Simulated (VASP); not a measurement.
# InSb3 (Fm-3m) in VASP: a series of runs

InSb3 is run at these levels: PBEsol+D3(BJ); tasks: single point, relaxation of cell and atoms.

Program: VASP 6.6.1. These are calculated values, not measurements. Logs are shortened: lines on timing, memory, paths and dates and some standing lists are left out, and cuts for length are marked.

### 1 The cell of the first run

It takes space group Fm-3m (No. 225, cubic). Conventional cell: a = 7.468 Å, b = 7.468 Å, c = 7.468 Å, α = 90.00°, β = 90.00°, γ = 90.00°. Within 4.3 Å of In (site symmetry m-3m) lie 14 Sb at 3.23 to 3.73 Å. Sb (site symmetry -43m) has 4 In at 3.23 Å and 10 Sb at 3.23 to 3.73 Å within 4.3 Å. Within 4.3 Å of Sb (site symmetry m-3m) lie 8 Sb at 3.23 Å and 6 In at 3.73 Å.

### 2 Single point, PBEsol+D3(BJ) (26.03 Å³/atom)

Contents of INCAR:

```
SYSTEM = InSb3
PREC = Accurate
ENCUT = 500
EDIFF = 1E-6
ISMEAR = 0
SIGMA = 0.1
LREAL = .False.
LASPH = .True.
NELM = 120
ALGO = Normal
ISIF = 2
LWAVE = .False.
LCHARG = .False.
GGA = PS
IVDW = 12
NBANDS = 22
GGA_COMPAT = .False.
```

Contents of KPOINTS:

```
Automatic mesh
0
Gamma
  10 10 10
  0 0 0
```

Contents of POSCAR:

```
InSb3
1.0
    0.0000000000      3.7338898620      3.7338898620
    3.7338898620      0.0000000000      3.7338898620
    3.7338898620      3.7338898620      0.0000000000
In Sb
1 3
Direct
    0.0000000000      0.0000000000      0.0000000000
    0.2500000000      0.2500000000      0.2500000000
    0.7500000000      0.7500000000      0.7500000000
    0.5000000000      0.5000000000      0.5000000000
```

Potentials or basis: VASP PAW PBE potentials, release 64 (In_d, Sb).

Launch:

```
> cat potpaw_PBE.64/In_d/POTCAR potpaw_PBE.64/Sb/POTCAR > POTCAR
> mpirun -np 1 vasp_std > vasp.out
```

OUTCAR:

```text
SYSTEM = InSb3
   PREC = Accurate
   ENCUT = 500
   EDIFF = 1E-6
   ISMEAR = 0
   LREAL = .False.
   LASPH = .True.
   NELM = 120
   ISIF = 2
   GGA = PS
   IVDW = 12
 IVDW          = 12

 ion  position               nearest neighbor table
   1  0.000  0.000  0.000-   3 3.23   3 3.23   3 3.23   2 3.23   3 3.23   2 3.23   2 3.23   2 3.23
                             4 3.73   4 3.73   4 3.73   4 3.73   4 3.73   4 3.73
   2  0.250  0.250  0.250-   1 3.23   1 3.23   1 3.23   1 3.23   4 3.23   4 3.23   4 3.23   4 3.23
                             3 3.73   3 3.73   3 3.73   3 3.73   3 3.73   3 3.73
   3  0.750  0.750  0.750-   4 3.23   4 3.23   4 3.23   1 3.23   4 3.23   1 3.23   1 3.23   1 3.23
                             2 3.73   2 3.73   2 3.73   2 3.73   2 3.73   2 3.73
   4  0.500  0.500  0.500-   2 3.23   2 3.23   2 3.23   2 3.23   3 3.23   3 3.23   3 3.23   3 3.23
                             1 3.73   1 3.73   1 3.73   1 3.73   1 3.73   1 3.73

  LATTYP: Found a face centered cubic cell.
 ALAT       =     7.4677797240

  Lattice vectors:

 A1 = (   0.0000000000,   3.7338898620,   3.7338898620)
 A2 = (   3.7338898620,   0.0000000000,   3.7338898620)
 A3 = (   3.7338898620,   3.7338898620,   0.0000000000)

Analysis of symmetry for initial positions (statically):
=====================================================================
 Subroutine PRICEL returns:
 Original cell was already a primitive cell.

 Routine SETGRP: Setting up the symmetry group for a
 face centered cubic supercell.

 Subroutine GETGRP returns: Found 48 space group operations
 (whereof 48 operations were pure point group operations)
 out of a pool of 48 trial point group operations.

The static configuration has the point symmetry O_h .

Analysis of symmetry for dynamics (positions and initial velocities):
=====================================================================
 Subroutine PRICEL returns:
 Original cell was already a primitive cell.

 Routine SETGRP: Setting up the symmetry group for a
 face centered cubic supercell.

 Subroutine GETGRP returns: Found 48 space group operations
 (whereof 48 operations were pure point group operations)
 out of a pool of 48 trial point group operations.

The dynamic configuration has the point symmetry O_h .

 Subroutine INISYM returns: Found 48 space group operations
 (whereof 48 operations are pure point group operations),
 and found     1 'primitive' translations

----------------------------------------------------------------------------------------

                                     Primitive cell
[... 96 lines left out ...]
   LREAL  =      F    real-space projection
   EDIFFG = 0.1E-04   stopping-criterion for IOM
   NSW    =      0    number of steps for IOM
   IBRION =     -1    ionic relax: 0-MD 1-quasi-New 2-CG
   NFREE  =      0    steps in history (QN), initial steepest desc. (CG)
   ISIF   =      2    stress and relaxation
   ISYM   =      2    0-nonsym 1-usesym 2-fastsym
   POTIM  = 0.5000    time-step for ionic-motion
   TEBEG  =    0.0;   TEEND  =   0.0 temperature during run
   PSTRESS=    0.0 pullay stress
   NELECT =      28.0000    total number of electrons
   NUPDOWN=      -1.0000    fix difference up-down
   EMIN   =  10.00;   EMAX   =-10.00  energy-range for DOS
   EFERMI =   0.00;   METHOD = LEGACY
   ISMEAR =     0;   SIGMA  =   0.10  broadening in eV -4-tet -1-fermi 0-gaus
   EFERMI_NEDOS =   21; number of points for ismear=-14 and -15
   IALGO  =     38    algorithm
   IMIX   =      4    mixing-type and parameters
     AMIX     =   0.40;   BMIX     =  1.00
     AMIX_MAG =   1.60;   BMIX_MAG =  1.00
  volume/ion in A,a.u.               =      26.03       175.65
  Fermi-wavevector in a.u.,A,eV,Ry     =   1.056710  1.996893 15.192769  1.116637
  Thomas-Fermi vector in A             =   2.191956
   LORBIT       =      0    0 simple, 1 ext, 2 COOP (PROOUT), +10 PAW based schemes
   GGA     = PS    functional components
   LHFCALC =     F    Hartree Fock is set to
   AEXX    =    0.0000 exact exchange contribution
   IVDW    =    12    specifies the selected vdW correction
   LEPSILON=     F    determine dielectric tensor
   LRPA    =     F    only Hartree local field effects (RPA)
 non-spin polarized calculation
 Gauss-broadening in eV      SIGMA  =   0.10
  energy-cutoff  :      500.00
  volume of cell :      104.12
 maximum number of plane-waves:      2685
   NGX = 19   NGY = 19   NGZ = 19

 number of electron      28.0000003 magnetization

 Free energy of the ion-electron system (eV)
  ---------------------------------------------------
  ext. energy  EPLUGINS =         0.00000000
  ---------------------------------------------------
  free energy    TOTEN  =       -16.16493956 eV

  energy without entropy =      -16.15671140  energy(sigma->0) =      -16.16082548

 E-fermi :   8.3991     XC(G=0): -10.4690

 val. band max:        8.3624678329   @ k =   0.2000   0.0000   0.0000
 cond. band min:       8.3995590014   @ k =  -0.3000   0.1000   0.0000
 fundamental gap:      0.0370911685
 Fermi energy:         8.3991260661

 k-point     1 :       0.0000    0.0000    0.0000
  band No.  band energies     occupation
      1      -6.0202      2.00000
      2      -6.0202      2.00000
      3      -6.0202      2.00000
      4      -5.9818      2.00000
      5      -5.9818      2.00000
      6      -4.1699      2.00000
[... 589 lines left out ...]
     21      13.0115      0.00000
     22      13.2343      0.00000

 [... further k-points ...]

------------------------ aborting loop because EDIFF is reached ----------------------------------------

 Edisp (eV)   -1.92324

 E8    (eV) :    -1.3354

  FORCE on cell =-STRESS in cart. coord.  units (eV):
  Direction    XX          YY          ZZ          XY          YZ          ZX
  --------------------------------------------------------------------------------------
  -------------------------------------------------------------------------------------
  Total      -2.35578    -2.35578    -2.35578     0.00000    -0.00000     0.00000
  in kB     -36.25189   -36.25189   -36.25189     0.00000    -0.00000     0.00000
  external pressure =      -36.25 kB  Pullay stress =        0.00 kB

 VOLUME and BASIS-vectors are now :
 -----------------------------------------------------------------------------
  energy-cutoff  :      500.00
  volume of cell :      104.12
      direct lattice vectors                 reciprocal lattice vectors
     0.000000000  3.733889862  3.733889862    -0.133908610  0.133908610  0.133908610
     3.733889862  0.000000000  3.733889862     0.133908610 -0.133908610  0.133908610
     3.733889862  3.733889862  0.000000000     0.133908610  0.133908610 -0.133908610

 POSITION                                       TOTAL-FORCE (eV/Angst)
 -----------------------------------------------------------------------------------
      0.00000      0.00000      0.00000         0.000000      0.000000      0.000000
      1.86694      1.86694      1.86694        -0.000000     -0.000000     -0.000000
      5.60083      5.60083      5.60083         0.000000      0.000000      0.000000
      3.73389      3.73389      3.73389         0.000000      0.000000      0.000000
 -----------------------------------------------------------------------------------
    total drift:                               -0.000000      0.000000      0.000000

  FREE ENERGIE OF THE ION-ELECTRON SYSTEM (eV)
  ---------------------------------------------------
  free  energy   TOTEN  =       -18.0881755480 eV

  energy  without entropy=      -18.0799473921  energy(sigma->0) =      -18.08406147
```

OSZICAR:

```text
N       E                     dE             d eps       ncg     rms          rms(c)
DAV:   1     0.187584191215E+03    0.18758E+03   -0.10800E+04  2068   0.116E+03
DAV:   2    -0.567025171210E+00   -0.18815E+03   -0.18124E+03  2298   0.290E+02
DAV:   3    -0.157096617356E+02   -0.15143E+02   -0.14748E+02  2602   0.855E+01
DAV:   4    -0.162004317578E+02   -0.49077E+00   -0.48868E+00  2308   0.160E+01
DAV:   5    -0.162238005484E+02   -0.23369E-01   -0.23367E-01  3110   0.361E+00    0.384E+00
DAV:   6    -0.161780842989E+02    0.45716E-01   -0.77593E-02  2618   0.379E+00    0.211E+00
DAV:   7    -0.161657134988E+02    0.12371E-01   -0.32570E-02  2860   0.188E+00    0.303E-01
DAV:   8    -0.161649421624E+02    0.77134E-03   -0.27768E-03  2636   0.628E-01    0.812E-02
DAV:   9    -0.161649403693E+02    0.17931E-05   -0.18640E-04  2394   0.101E-01    0.292E-02
DAV:  10    -0.161649392825E+02    0.10868E-05   -0.10100E-05  2588   0.203E-02    0.823E-03
DAV:  11    -0.161649395581E+02   -0.27558E-06   -0.10146E-06  1428   0.104E-02
   1 F= -.18088176E+02 E0= -.18084061E+02  d E =-.822816E-02
```

Run time: 2.3 min. Hardware: 1 thread of Intel Xeon 8259CL, shared host; peak memory 0.3 GiB.

What came out:

* Free energy: -18.0882 eV
* Pressure: -3.6 GPa
* Band gap on the k mesh: zero (bands 14 and 15 overlap by 3.35 eV)
* Dispersion energy per atom: -0.481 eV

Levels at points of the mesh, in eV from the Fermi level:
```tsv
k point	band 11	band 12	band 13	band 14	band 15	band 16	band 17	band 18
(0.00, 0.00, 0.00)	-2.59	-2.48	-2.48	-2.48	-2.13	-0.75	-0.75	-0.75
(0.50, 0.00, 0.00)	-3.57	-2.75	-2.75	-0.13	0.04	2.04	2.04	3.10
(0.50, 0.50, 0.00)	-5.31	0.53	0.99	0.99	1.47	1.86	1.92	1.92
```

Caveat: the cell stands under tension; the PAW data sets were made with another functional, which shifts forces and pressure a little; spin-orbit coupling is left out, which moves the levels of the heavy elements.

### 3 Single point, PBEsol+D3(BJ) (27.01 Å³/atom)

This run uses another cell than the first one, of 27.01 Å³/atom.

Contents of INCAR:

```
PREC = Accurate
ENCUT = 500
EDIFF = 1E-6
ISMEAR = 0
SIGMA = 0.1
LREAL = False
LASPH = True
NELM = 120
ALGO = Normal
ISIF = 2
LWAVE = False
LCHARG = False
GGA = PS
IVDW = 12
NBANDS = 22
GGA_COMPAT = False
```

Contents of KPOINTS:

```
regular mesh
0
Gamma
  10 10 10
```

Contents of POSCAR:

```
InSb3
1.0
    0.0000000000      3.7802783302      3.7802783302
    3.7802783302      0.0000000000      3.7802783302
    3.7802783302      3.7802783302      0.0000000000
In Sb
1 3
Direct
    0.0000000000      0.0000000000      0.0000000000
    0.2500000000      0.2500000000      0.2500000000
    0.7500000000      0.7500000000      0.7500000000
    0.5000000000      0.5000000000      0.5000000000
```

Potentials or basis: VASP PAW PBE potentials, release 64 (In_d, Sb).

Launch:

```
> cat potpaw_PBE.64/In_d/POTCAR potpaw_PBE.64/Sb/POTCAR > POTCAR
> mpirun -np 1 vasp_std > vasp.out
```

OUTCAR:

```text
PREC = Accurate
   ENCUT = 500
   EDIFF = 1E-6
   ISMEAR = 0
   LREAL = False
   LASPH = True
   NELM = 120
   ISIF = 2
   GGA = PS
   IVDW = 12
 IVDW          = 12

 ion  position               nearest neighbor table
   1  0.000  0.000  0.000-   3 3.27   3 3.27   3 3.27   2 3.27   3 3.27   2 3.27   2 3.27   2 3.27
                             4 3.78   4 3.78   4 3.78   4 3.78   4 3.78   4 3.78
   2  0.250  0.250  0.250-   1 3.27   1 3.27   1 3.27   1 3.27   4 3.27   4 3.27   4 3.27   4 3.27
                             3 3.78   3 3.78   3 3.78   3 3.78   3 3.78   3 3.78
   3  0.750  0.750  0.750-   4 3.27   4 3.27   4 3.27   1 3.27   4 3.27   1 3.27   1 3.27   1 3.27
                             2 3.78   2 3.78   2 3.78   2 3.78   2 3.78   2 3.78
   4  0.500  0.500  0.500-   2 3.27   2 3.27   2 3.27   2 3.27   3 3.27   3 3.27   3 3.27   3 3.27
                             1 3.78   1 3.78   1 3.78   1 3.78   1 3.78   1 3.78

  LATTYP: Found a face centered cubic cell.
 ALAT       =     7.5605566604

  Lattice vectors:

 A1 = (   0.0000000000,   3.7802783302,   3.7802783302)
 A2 = (   3.7802783302,   0.0000000000,   3.7802783302)
 A3 = (   3.7802783302,   3.7802783302,   0.0000000000)

Analysis of symmetry for initial positions (statically):
=====================================================================
 Subroutine PRICEL returns:
[... 180 lines left out ...]
 Fermi energy:         7.9377875041

 k-point     1 :       0.0000    0.0000    0.0000
  band No.  band energies     occupation
      1      -6.4564      2.00000
      2      -6.4564      2.00000
      3      -6.4564      2.00000
      4      -6.4229      2.00000
      5      -6.4229      2.00000
      6      -4.3654      2.00000
[... 589 lines left out ...]
     21      12.4160      0.00000
     22      12.7799      0.00000

 [... further k-points ...]

------------------------ aborting loop because EDIFF is reached ----------------------------------------

 Edisp (eV)   -1.84946

 E8    (eV) :    -1.2837

  FORCE on cell =-STRESS in cart. coord.  units (eV):
  Direction    XX          YY          ZZ          XY          YZ          ZX
  --------------------------------------------------------------------------------------
  -------------------------------------------------------------------------------------
  Total      -3.65951    -3.65951    -3.65951     0.00000     0.00000     0.00000
  in kB     -54.26650   -54.26650   -54.26650     0.00000     0.00000     0.00000
  external pressure =      -54.27 kB  Pullay stress =        0.00 kB

 VOLUME and BASIS-vectors are now :
 -----------------------------------------------------------------------------
  energy-cutoff  :      500.00
  volume of cell :      108.04
      direct lattice vectors                 reciprocal lattice vectors
     0.000000000  3.780278330  3.780278330    -0.132265393  0.132265393  0.132265393
     3.780278330  0.000000000  3.780278330     0.132265393 -0.132265393  0.132265393
     3.780278330  3.780278330  0.000000000     0.132265393  0.132265393 -0.132265393

 POSITION                                       TOTAL-FORCE (eV/Angst)
 -----------------------------------------------------------------------------------
      0.00000      0.00000      0.00000         0.000000      0.000000      0.000000
      1.89014      1.89014      1.89014        -0.000000     -0.000000     -0.000000
      5.67042      5.67042      5.67042         0.000000      0.000000      0.000000
      3.78028      3.78028      3.78028         0.000000      0.000000      0.000000
 -----------------------------------------------------------------------------------
    total drift:                               -0.000000      0.000000      0.000000

  FREE ENERGIE OF THE ION-ELECTRON SYSTEM (eV)
  ---------------------------------------------------
  free  energy   TOTEN  =       -17.9767092372 eV

  energy  without entropy=      -17.9672457401  energy(sigma->0) =      -17.97197749
```

stdout:

```text
POSCAR found type information on POSCAR InSb
 POSCAR found :  2 types and       4 ions
 scaLAPACK will be used
 -----------------------------------------------------------------------------
|                                                                             |
|                                                                             |
|     You enforced a specific xc type in the INCAR file but a different       |
|     I HOPE YOU KNOW WHAT YOU ARE DOING!                                     |
|                                                                             |
 -----------------------------------------------------------------------------

 LDA part: xc-table for (Slater+PW92), standard interpolation
 POSCAR, INCAR and KPOINTS ok, starting setup
 FFT: planning ... GRIDC
 FFT: planning ... GRID_SOFT
 FFT: planning ... GRID
 WAVECAR not read
 entering main loop
```

Wall time 1.7 min (1 thread of Intel Xeon 8259CL, shared host); peak memory 0.31 GiB.

Results:

- Free energy: -17.9767 eV
- Pressure: -5.4 GPa
- Band gap on the k mesh: zero (bands 14 and 15 overlap by 3.43 eV)
- Dispersion energy per atom: -0.462 eV

Caveat: the cell stands under tension; the PAW data sets were made with another functional, which shifts forces and pressure a little; spin-orbit coupling is left out, which moves the levels of the heavy elements.

### 4 Relaxation of cell and atoms, PBEsol+D3(BJ)

This run uses another cell than the first one, of 24.56 Å³/atom.

Contents of INCAR:

```
ALGO     = Normal         # electronic algorithm
EDIFF    = 1E-7           # SCF threshold, eV
EDIFFG   = -0.005         # ionic threshold
ENCUT    = 500            # plane-wave cutoff, eV
GGA      = PS             # functional
GGA_COMPAT= F            
IBRION   = 2              # ionic algorithm
ISIF     = 3              # what is computed and relaxed
ISMEAR   = 0              # smearing method
IVDW     = 12             # dispersion correction
LASPH    = T              # aspherical terms in the spheres
LCHARG   = F              # write CHGCAR
LREAL    = F              # projectors in reciprocal space
LWAVE    = F              # write WAVECAR
NELM     = 120            # most SCF steps
NELMIN   = 4            
NSW      = 100            # ionic steps
PREC     = Accurate       # precision mode
SIGMA    = 0.1            # smearing width, eV
```

Contents of KPOINTS:

```
k-points
0
Gamma
  10 10 10
```

Contents of POSCAR:

```
InSb3
1.0
    0.0000000000      3.6620664039      3.6620664039
    3.6620664039      0.0000000000      3.6620664039
    3.6620664039      3.6620664039      0.0000000000
In Sb
1 3
Direct
    0.0000000000      0.0000000000      0.0000000000
    0.2500000000      0.2500000000      0.2500000000
    0.7500000000      0.7500000000      0.7500000000
    0.5000000000      0.5000000000      0.5000000000
```

Launch:

```
> cat potpaw_PBE.64/In_d/POTCAR potpaw_PBE.64/Sb/POTCAR > POTCAR
> mpirun -np 1 vasp_std > vasp.out
```

Run time: 2.6 min. Hardware: 1 thread of Intel Xeon 8259CL, shared host; peak memory 0.31 GiB.

It converged, with:

| Item | Value |
| --- | --- |
| Free energy | -18.1573 eV |
| Relaxed volume | 24.58 Å³/atom |
| Relaxed cell | a = 5.180 Å, b = 5.180 Å, c = 5.180 Å, α = 60.00°, β = 60.00°, γ = 60.00° |
| Space group after relaxing (to 0.1 Å) | Fm-3m (No. 225) |
| Energy gained by relaxing | 0.0 meV/atom |
| Ionic steps | 2 |
| Pressure after relaxing | 0.0 GPa |
| Dispersion energy per atom | -0.511 eV |

Final structure:
```xyz
4
Lattice="0.0000 3.6630 3.6630 3.6630 0.0000 3.6630 3.6630 3.6630 0.0000" Properties=species:S:1:pos:R:3 pbc="T T T"
In    7.3261    3.6630    3.6630
Sb    1.8315    1.8315    1.8315
Sb    5.4946    5.4946    5.4946
Sb    3.6630    3.6630    3.6630
```

Levels at points of the mesh, in eV from the Fermi level:
```
           k point  band 12  band 13  band 14  band 15  band 16  band 17
(0.00, 0.00, 0.00)    -2.64    -2.64    -2.64    -1.88    -0.84    -0.84
(0.50, 0.00, 0.00)    -2.95    -2.95     0.00     0.19     2.14     2.14
(0.50, 0.50, 0.00)     0.74     1.08     1.08     1.74     2.03     2.03
```

Caveat: the highest band is partly filled, so the run has too few bands; the PAW data sets were made with another functional, which shifts forces and pressure a little; spin-orbit coupling is left out, which moves the levels of the heavy elements.

### 5 The runs side by side

| task | cell | gap on the mesh (eV) | pressure (GPa) |
| --- | --- | --- | --- |
| single point | a = 5.281 Å, angles 60.0°, 4 atoms | none | -3.6 |
| single point | a = 5.346 Å, angles 60.0°, 4 atoms | none | -5.4 |
| relaxation of cell and atoms | relaxed from a = 5.179 Å, angles 60.0°, 4 atoms | - | 0.0 |

Alike in all rows: level PBEsol+D3(BJ); potentials or basis VASP PAW PBE potentials, release 64 (In_d, Sb); no spin polarisation; k mesh 10 × 10 × 10; cutoff (eV) 500; smearing gaussian 0.1 eV.

Caveats: the PAW data sets were made with another functional, which shifts forces and pressure a little; spin-orbit coupling is left out, which moves the levels of the heavy elements; the cell stands under tension (at least some runs); the highest band is partly filled, so the run has too few bands (at least some runs).

Total energies depend on the potentials used, so only differences within one code and one set of settings carry meaning.
